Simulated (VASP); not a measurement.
InGaAs2: single point with PBEsol

Crystal: InGaAs2.

```xyz
4
Lattice="4.0405 0.0000 0.0000 0.0000 4.0405 0.0000 0.0000 0.0000 5.6088" Properties=species:S:1:pos:R:3 pbc="T T T"
In    0.0000    0.0000    2.8044
Ga    2.0203    2.0203    0.0000
As    2.0203    0.0000    4.3171
As    0.0000    2.0203    1.2917
```

This cell differs from its parent crystal: strain -0.025 along x and y, -0.050 along z.

- Program: VASP 6.6.1
- Task: single point
- Functional: PBEsol
- Potentials or basis: VASP PAW PBE potentials, release 64 (In_d, Ga_d, As)
- Cutoff: 520 eV
- k mesh: 12 × 12 × 8
- Occupations: gaussian, width 0.15 eV
- Spin: no spin polarisation

* Pressure: 8.1 GPa
* Largest force: 0.137 eV/Å
* Band gap on the k mesh: 0.45 eV, direct

Forces in eV/Å, atoms in the order of the input:
```
In   0.000  0.000  0.000
Ga   0.000  0.000  0.000
As   0.000  0.000  0.137
As   0.000  0.000 -0.137
```

Stress tensor (GPa, compression positive):
```
7.71 0.00 0.00
0.00 7.71 0.00
0.00 0.00 8.90
```

Levels at points of the mesh, in eV from the valence-band top:
```
           k point  band 14  band 15  band 16  band 17  band 18  band 19  band 20  band 21  band 22  band 23
(0.00, 0.00, 0.00)    -3.00    -3.00    -0.12     0.00     0.00     0.45     1.29     1.66     3.80     3.84
(0.50, 0.00, 0.00)    -5.32    -3.59    -3.32    -1.74    -1.08     2.08     3.25     5.05     5.29     5.42
(0.50, 0.50, 0.00)    -6.37    -2.96    -2.80    -2.80    -2.59     1.26     1.26     1.66     1.97     9.88
(0.00, 0.00, 0.50)    -3.94    -2.24    -2.24    -1.50    -1.50     1.71     1.75     2.99     3.64     6.44
(0.50, 0.00, 0.50)    -6.60    -1.69    -1.16    -1.10    -0.95     0.77     1.39     4.39     4.56     4.58
(0.50, 0.50, 0.50)    -6.03    -3.79    -3.62    -3.58    -3.58     4.58     4.58     4.82     5.01     5.53
```

It took 5.5 min on 1 thread of Intel(R) Xeon(R) Platinum 8375C CPU @ 2.90GHz (Ice Lake), on a shared host, peak memory 0.45 GiB.

Caveat: the cell differs from its parent crystal (strain -0.025 along x and y, -0.050 along z); the PAW data sets were made with another functional, which shifts forces and pressure a little; spin-orbit coupling is left out, which moves the levels of the heavy elements. A k mesh can miss the band edges.
